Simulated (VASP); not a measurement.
# Mg (Im-3m) in VASP: further runs

The runs below take Mg through single point, with PBEsol.

Everything below comes from runs of VASP 6.6.1. Logs are shortened: lines on timing, memory, paths and dates and some standing lists are left out, and cuts for length are marked.

### Step 1. The cell of the first run

Symmetry: Im-3m, No. 229, cubic system. Conventional cell: a = 3.001 Å, b = 3.001 Å, c = 3.001 Å, α = 90.00°, β = 90.00°, γ = 90.00°. Mg (site symmetry m-3m) has 14 Mg at 2.60 to 3.00 Å within 3.4 Å.

This isn't the form of Mg at room conditions, which is hcp.

### Step 2. Single point, PBEsol

INCAR reads:

```
SYSTEM = Mg
ALGO     = Normal         ! electronic algorithm
EDIFF    = 1E-7           ! SCF threshold, eV
ENCUT    = 520            ! plane-wave cutoff, eV
GGA      = PS             ! functional
ISIF     = 2              ! what is computed and relaxed
ISMEAR   = 0              ! smearing method
LASPH    = .True.         ! aspherical terms in the spheres
LCHARG   = .True.         ! write CHGCAR
LELF     = .True.         ! ELF
LREAL    = .False.        ! projectors in reciprocal space
LVHAR    = .True.       
LWAVE    = .False.        ! write WAVECAR
NBANDS   = 7              ! bands
NELM     = 60             ! most SCF steps
PREC     = Accurate       ! precision mode
SIGMA    = 0.1            ! smearing width, eV
```

KPOINTS reads:

```
k-points
0
Gamma
  16 16 16
  0 0 0
```

POSCAR reads:

```
Mg
1.0
   -1.5004639443      1.5004639443      1.5004639443
    1.5004639443     -1.5004639443      1.5004639443
    1.5004639443      1.5004639443     -1.5004639443
Mg
1
Direct
    0.0000000000      0.0000000000      0.0000000000
```

Potentials or basis: VASP PAW PBE potentials, release 64 (Mg).

Run with:

```sh
$ cat potpaw_PBE.64/Mg/POTCAR > POTCAR
$ mpirun -np 1 vasp_std > vasp.out
```

OUTCAR:

```text
SYSTEM = Mg
   EDIFF = 1E-7
   ENCUT = 520
   GGA = PS
   ISIF = 2
   ISMEAR = 0
   LASPH = .True.
   LREAL = .False.
   NELM = 60
   PREC = Accurate

 ion  position               nearest neighbor table
   1  0.000  0.000  0.000-

  LATTYP: Found a body centered cubic cell.
 ALAT       =     3.0009278886

  Lattice vectors:

 A1 = (  -1.5004639443,   1.5004639443,   1.5004639443)
 A2 = (   1.5004639443,  -1.5004639443,   1.5004639443)
 A3 = (   1.5004639443,   1.5004639443,  -1.5004639443)

Analysis of symmetry for initial positions (statically):
=====================================================================
 Subroutine PRICEL returns:
 Original cell was already a primitive cell.

 Routine SETGRP: Setting up the symmetry group for a
 body centered cubic supercell.

 Subroutine GETGRP returns: Found 48 space group operations
 (whereof 48 operations were pure point group operations)
 out of a pool of 48 trial point group operations.

The static configuration has the point symmetry O_h .

Analysis of symmetry for dynamics (positions and initial velocities):
=====================================================================
 Subroutine PRICEL returns:
 Original cell was already a primitive cell.

 Routine SETGRP: Setting up the symmetry group for a
 body centered cubic supercell.

 Subroutine GETGRP returns: Found 48 space group operations
 (whereof 48 operations were pure point group operations)
 out of a pool of 48 trial point group operations.

The dynamic configuration has the point symmetry O_h .

 Subroutine INISYM returns: Found 48 space group operations
 (whereof 48 operations are pure point group operations),
 and found     1 'primitive' translations

----------------------------------------------------------------------------------------

                                     Primitive cell

  volume of cell :      13.5125

  direct lattice vectors                    reciprocal lattice vectors
    -1.500463944  1.500463944  1.500463944     0.000000000  0.333230266  0.333230266
     1.500463944 -1.500463944  1.500463944     0.333230266  0.000000000  0.333230266
     1.500463944  1.500463944 -1.500463944     0.333230266  0.333230266  0.000000000

  length of vectors
     2.598879786  2.598879786  2.598879786     0.471258762  0.471258762  0.471258762

  position of ions in fractional coordinates (direct lattice)
     0.000000000  0.000000000  0.000000000

  ion indices of the primitive-cell ions
   primitive index   ion index
[... 74 lines left out ...]
   LREAL  =      F    real-space projection
   EDIFFG = 0.1E-05   stopping-criterion for IOM
   NSW    =      0    number of steps for IOM
   IBRION =     -1    ionic relax: 0-MD 1-quasi-New 2-CG
   NFREE  =      0    steps in history (QN), initial steepest desc. (CG)
   ISIF   =      2    stress and relaxation
   ISYM   =      2    0-nonsym 1-usesym 2-fastsym
   POTIM  = 0.5000    time-step for ionic-motion
   TEBEG  =    0.0;   TEEND  =   0.0 temperature during run
   PSTRESS=    0.0 pullay stress
   NELECT =       2.0000    total number of electrons
   NUPDOWN=      -1.0000    fix difference up-down
   EMIN   =  10.00;   EMAX   =-10.00  energy-range for DOS
   EFERMI =   0.00;   METHOD = LEGACY
   ISMEAR =     0;   SIGMA  =   0.10  broadening in eV -4-tet -1-fermi 0-gaus
   EFERMI_NEDOS =   21; number of points for ismear=-14 and -15
   IALGO  =     38    algorithm
   IMIX   =      4    mixing-type and parameters
     AMIX     =   0.40;   BMIX     =  1.00
     AMIX_MAG =   1.60;   BMIX_MAG =  1.00
  volume/ion in A,a.u.               =      13.51        91.19
  Fermi-wavevector in a.u.,A,eV,Ry     =   0.865976  1.636458 10.203209  0.749915
  Thomas-Fermi vector in A             =   1.984298
   LORBIT       =      0    0 simple, 1 ext, 2 COOP (PROOUT), +10 PAW based schemes
   GGA     = PS    functional components
   LHFCALC =     F    Hartree Fock is set to
   AEXX    =    0.0000 exact exchange contribution
   IVDW    =     0    specifies the selected vdW correction
   LEPSILON=     F    determine dielectric tensor
   LRPA    =     F    only Hartree local field effects (RPA)
 non-spin polarized calculation
 Gauss-broadening in eV      SIGMA  =   0.10
  energy-cutoff  :      520.00
  volume of cell :       13.51
 maximum number of plane-waves:       378
   NGX =  9   NGY =  9   NGZ =  9

 number of electron       2.0000000 magnetization

 Free energy of the ion-electron system (eV)
  ---------------------------------------------------
  ext. energy  EPLUGINS =         0.00000000
  ---------------------------------------------------
  free energy    TOTEN  =        -0.75967461 eV

  energy without entropy =       -0.75816338  energy(sigma->0) =       -0.75891900

 E-fermi :   6.0829     XC(G=0): -10.3870

 val. band max:        6.0387990941   @ k =  -0.3750  -0.4375   0.1875
 cond. band min:       6.1200900656   @ k =   0.3750   0.1875   0.0625
 fundamental gap:      0.0812909715
 Fermi energy:         6.0828550034

 k-point     1 :       0.0000    0.0000    0.0000
  band No.  band energies     occupation
      1      -3.4714      2.00000
      2      23.0924      0.00000
      3      23.0924      0.00000
      4      23.0924      0.00000
      5      25.7914      0.00000
      6      25.7914      0.00000
      7      27.5146      0.00000
[... 221 lines left out ...]
 k-point    24 :       0.2500    0.1875   -0.0000
  band No.  band energies     occupation
      1       1.1988      2.00000
      2      10.2481      0.00000
      3      12.9790      0.00000
      4      19.4199      0.00000
      5      23.4046      0.00000
      6      26.7185      0.00000
      7      29.8191      0.00000

 [... further k-points ...]

------------------------ aborting loop because EDIFF is reached ----------------------------------------

  FORCE on cell =-STRESS in cart. coord.  units (eV):
  Direction    XX          YY          ZZ          XY          YZ          ZX
  --------------------------------------------------------------------------------------
  -------------------------------------------------------------------------------------
  Total        4.3051252      4.3051252      4.3051252      0.0000000     -0.0000000      0.0000000
  in kB      510.4576188    510.4576188    510.4576188      0.0000000     -0.0000000      0.0000000
  external PRESSURE =     510.4576188 kB  Pullay stress =       0.0000000 kB

 VOLUME and BASIS-vectors are now :
 -----------------------------------------------------------------------------
  energy-cutoff  :      520.00
  volume of cell :       13.51
      direct lattice vectors                 reciprocal lattice vectors
    -1.500463944  1.500463944  1.500463944     0.000000000  0.333230266  0.333230266
     1.500463944 -1.500463944  1.500463944     0.333230266  0.000000000  0.333230266
     1.500463944  1.500463944 -1.500463944     0.333230266  0.333230266  0.000000000

 POSITION                                       TOTAL-FORCE (eV/Angst)
 -----------------------------------------------------------------------------------
      0.00000      0.00000      0.00000         0.000000      0.000000      0.000000
 -----------------------------------------------------------------------------------
    total drift:                                0.000000      0.000000      0.000000

  FREE ENERGIE OF THE ION-ELECTRON SYSTEM (eV)
  ---------------------------------------------------
  free  energy   TOTEN  =        -0.7596746147 eV

  energy  without entropy=       -0.7581633779  energy(sigma->0) =       -0.75891900
```

It took 16 s on 1 thread of Intel Xeon 8259CL, shared host; peak memory 0.13 GiB.

What came out:

```
Free energy            : -0.7597 eV
Pressure               : 51.0 GPa
Band gap on the k mesh : zero (bands 1 and 2 overlap by 4.86 eV)
```

Caveat: the cell stands under pressure; the PAW data sets were made with another functional, which shifts forces and pressure a little.

### Step 3. Single point, PBEsol

This run uses another cell than the first one, of 11.14 Å³/atom.

INCAR reads:

```
ALGO = Fast ; EDIFF = 1E-6
ENCUT = 520 ; GGA = PS
ISIF = 2 ; ISMEAR = 0
LASPH = True ; LCHARG = False
LREAL = False ; LWAVE = False
NBANDS = 7 ; NELM = 100
PREC = Accurate ; SIGMA = 0.1
```

KPOINTS reads:

```
k-points
0
Gamma
  20 20 20
```

POSCAR reads:

```
Mg
1.0
   -1.4067849323      1.4067849323      1.4067849323
    1.4067849323     -1.4067849323      1.4067849323
    1.4067849323      1.4067849323     -1.4067849323
Mg
1
Direct
    0.0000000000      0.0000000000      0.0000000000
```

Potentials or basis: VASP PAW PBE potentials, release 64 (Mg).

Run with:

```sh
$ cat potpaw_PBE.64/Mg/POTCAR > POTCAR
$ mpirun -np 1 vasp_std > vasp.out
```

OUTCAR:

```text
EDIFF = 1E-6
   ENCUT = 520
   GGA = PS
   ISIF = 2
   ISMEAR = 0
   LASPH = True
   LREAL = False
   NELM = 100
   PREC = Accurate

 ion  position               nearest neighbor table
   1  0.000  0.000  0.000-

  LATTYP: Found a body centered cubic cell.
 ALAT       =     2.8135698646

  Lattice vectors:

 A1 = (  -1.4067849323,   1.4067849323,   1.4067849323)
 A2 = (   1.4067849323,  -1.4067849323,   1.4067849323)
[... 419 lines left out ...]
      6      29.8818      0.00000
      7      33.8106      0.00000

 [... further k-points ...]

------------------------ aborting loop because EDIFF is reached ----------------------------------------

  FORCE on cell =-STRESS in cart. coord.  units (eV):
  Direction    XX          YY          ZZ          XY          YZ          ZX
  --------------------------------------------------------------------------------------
  -------------------------------------------------------------------------------------
  Total        7.1379240      7.1379240      7.1379240      0.0000000     -0.0000000     -0.0000000
  in kB     1026.9265646   1026.9265646   1026.9265646      0.0000000     -0.0000000     -0.0000000
  external PRESSURE =    1026.9265646 kB  Pullay stress =       0.0000000 kB

 VOLUME and BASIS-vectors are now :
 -----------------------------------------------------------------------------
  energy-cutoff  :      520.00
  volume of cell :       11.14
      direct lattice vectors                 reciprocal lattice vectors
    -1.406784932  1.406784932  1.406784932     0.000000000  0.355420355  0.355420355
     1.406784932 -1.406784932  1.406784932     0.355420355  0.000000000  0.355420355
     1.406784932  1.406784932 -1.406784932     0.355420355  0.355420355  0.000000000

 POSITION                                       TOTAL-FORCE (eV/Angst)
 -----------------------------------------------------------------------------------
      0.00000      0.00000      0.00000        -0.000000      0.000000     -0.000000
 -----------------------------------------------------------------------------------
    total drift:                                0.000000      0.000000      0.000000

  FREE ENERGIE OF THE ION-ELECTRON SYSTEM (eV)
  ---------------------------------------------------
  free  energy   TOTEN  =         0.3332310413 eV

  energy  without entropy=        0.3342038578  energy(sigma->0) =        0.33371745
```

OSZICAR:

```text
N       E                     dE             d eps       ncg     rms          rms(c)
DAV:   1     0.135040983154E+01    0.13504E+01   -0.97089E+02  4046   0.208E+02
DAV:   2     0.264287854980E+00   -0.10861E+01   -0.10457E+01  5173   0.157E+01
DAV:   3     0.261881925872E+00   -0.24059E-02   -0.24058E-02  4186   0.857E-01
DAV:   4     0.261878700024E+00   -0.32258E-05   -0.32262E-05  5061   0.220E-02
DAV:   5     0.261878693498E+00   -0.65266E-08   -0.75339E-08  4347   0.737E-04    0.860E-01
RMM:   6     0.306018975979E+00    0.44140E-01   -0.55778E-04  3592   0.184E-01    0.547E-01
RMM:   7     0.332925722355E+00    0.26907E-01   -0.18714E-03  4324   0.352E-01    0.207E-02
RMM:   8     0.333195961539E+00    0.27024E-03   -0.17627E-04  3760   0.635E-02    0.956E-03
RMM:   9     0.333229216643E+00    0.33255E-04   -0.24640E-05  3855   0.240E-02    0.204E-03
RMM:  10     0.333231169095E+00    0.19525E-05   -0.51091E-06  3923   0.163E-02    0.714E-04
RMM:  11     0.333231041330E+00   -0.12777E-06   -0.90913E-07  2824   0.516E-03
   1 F= 0.33323104E+00 E0= 0.33371745E+00  d E =-.972816E-03
```

Wall time 24 s (1 thread of Intel Xeon 8259CL, shared host); peak memory 0.14 GiB.

Results:

```yaml
Free_energy: 0.3332 eV
Pressure: 102.7 GPa
Band_gap_on_the_k_mesh: zero (bands 1 and 2 overlap by 4.72 eV)
```

Caveat: the cell stands under pressure; the PAW data sets were made with another functional, which shifts forces and pressure a little.
